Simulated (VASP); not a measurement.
Crystal: Al3In8N12.

```
CELL_PARAMETERS angstrom
0.00000 5.92277 0.00000
5.14533 2.96138 -5.50021
-5.14533 2.96138 -5.50021
ATOMIC_POSITIONS crystal
Al 0.14656 0.50326 0.50537
Al 0.65317 0.00531 0.00250
Al 0.07633 0.25754 0.25688
In 0.66532 0.66954 0.34310
In 0.17707 0.16686 0.84348
In 0.66932 0.34335 0.66850
In 0.16597 0.84182 0.17093
In 0.06855 0.59695 0.91988
In 0.57466 0.09029 0.42115
In 0.06961 0.91629 0.59182
In 0.57322 0.42013 0.09447
N 0.37216 0.96177 0.65497
N 0.86591 0.45867 0.15574
N 0.37478 0.65638 0.95766
N 0.87030 0.15646 0.45853
N 0.26429 0.40306 0.71218
N 0.76157 0.90615 0.20697
N 0.26292 0.70562 0.40599
N 0.76214 0.20359 0.90400
N 0.80571 0.82655 0.83106
N 0.30326 0.33052 0.33030
N 0.78440 0.58170 0.58345
N 0.28463 0.08482 0.08510
```

```yaml
Program: VASP 6.6.1
Task: relaxation of cell and atoms
Functional: PBE
Potentials_or_basis: VASP PAW PBE potentials, release 64 (Al, In_d, N)
Cutoff: 700 eV
k_mesh: 3 × 2 × 2, shifted
Occupations: gaussian, width 0.1 eV
Spin: no spin polarisation
```

At the start: pressure -0.2 GPa; volume 14.58 Å³/atom.

Question: How do energy, volume and symmetry change on relaxing?

Answer: Over 18 steps the energy falls by 31.7 meV/atom and the volume is 14.94 Å³/atom (+2.5 %); space group Cm (No. 8, to 0.1 Å) before and after.

Step by step:
| step | energy change (eV) | largest force (eV/Å) | pressure (GPa) | volume (Å³) |
| --- | --- | --- | --- | --- |
| 1 | 0.0000 | 1.4974 | -0.17 | 335.23 |
| 2 | -0.3589 | 0.9426 | 0.61 | 334.47 |
| 3 | -0.3681 | 0.8933 | 0.82 | 334.32 |
| 4 | -0.5001 | 0.5580 | -0.05 | 337.84 |
| 5 | -0.5389 | 0.6340 | -0.74 | 340.99 |
| 6 | -0.6346 | 0.3045 | -0.19 | 340.80 |
| 7 | -0.6720 | 0.4081 | 0.47 | 340.58 |
| 8 | -0.7072 | 0.1708 | 0.00 | 342.54 |
| 9 | -0.7101 | 0.1770 | -0.17 | 343.27 |
| 10 | -0.7193 | 0.1317 | 0.07 | 342.94 |
| 11 | -0.7199 | 0.1220 | 0.15 | 342.82 |
| 12 | -0.7238 | 0.0692 | -0.04 | 343.45 |
| 13 | -0.7242 | 0.0731 | -0.11 | 343.71 |
| 14 | -0.7267 | 0.0481 | 0.00 | 343.49 |
| 15 | -0.7271 | 0.0644 | 0.07 | 343.36 |
| 16 | -0.7284 | 0.0444 | -0.02 | 343.65 |
| 17 | -0.7285 | 0.0463 | -0.05 | 343.73 |
| 18 | -0.7294 | 0.0271 | 0.02 | 343.60 |

Final structure:
```yaml
crystal:
  lattice:
    - [0.00019, 5.96588, -0.00908]
    - [5.16180, 2.99138, -5.58436]
    - [-5.16070, 2.99107, -5.58361]
  atoms:
    - { symbol: Al, position: [0.16714, 0.50045, 0.50142] }
    - { symbol: Al, position: [0.64984, 0.01085, 0.01167] }
    - { symbol: Al, position: [0.08260, 0.25761, 0.25827] }
    - { symbol: In, position: [0.66553, 0.67164, 0.34169] }
    - { symbol: In, position: [0.16781, 0.16613, 0.84580] }
    - { symbol: In, position: [0.66580, 0.34069, 0.67225] }
    - { symbol: In, position: [0.16784, 0.84494, 0.16694] }
    - { symbol: In, position: [0.06370, 0.59386, 0.91431] }
    - { symbol: In, position: [0.57435, 0.09229, 0.41835] }
    - { symbol: In, position: [0.06364, 0.91356, 0.59440] }
    - { symbol: In, position: [0.57429, 0.41757, 0.09287] }
    - { symbol: N, position: [0.34362, 0.98450, 0.64542] }
    - { symbol: N, position: [0.87158, 0.45811, 0.15626] }
    - { symbol: N, position: [0.34409, 0.64473, 0.98515] }
    - { symbol: N, position: [0.87173, 0.15543, 0.45871] }
    - { symbol: N, position: [0.26185, 0.40620, 0.70925] }
    - { symbol: N, position: [0.75935, 0.90963, 0.21193] }
    - { symbol: N, position: [0.26178, 0.70823, 0.40703] }
    - { symbol: N, position: [0.75948, 0.21104, 0.91029] }
    - { symbol: N, position: [0.82323, 0.84190, 0.84249] }
    - { symbol: N, position: [0.30725, 0.32788, 0.32856] }
    - { symbol: N, position: [0.82161, 0.54590, 0.54670] }
    - { symbol: N, position: [0.28368, 0.08348, 0.08429] }
```

Caveat: an odd number of electrons without spin polarisation forces a metal; a magnetic or distorted state may lie lower.
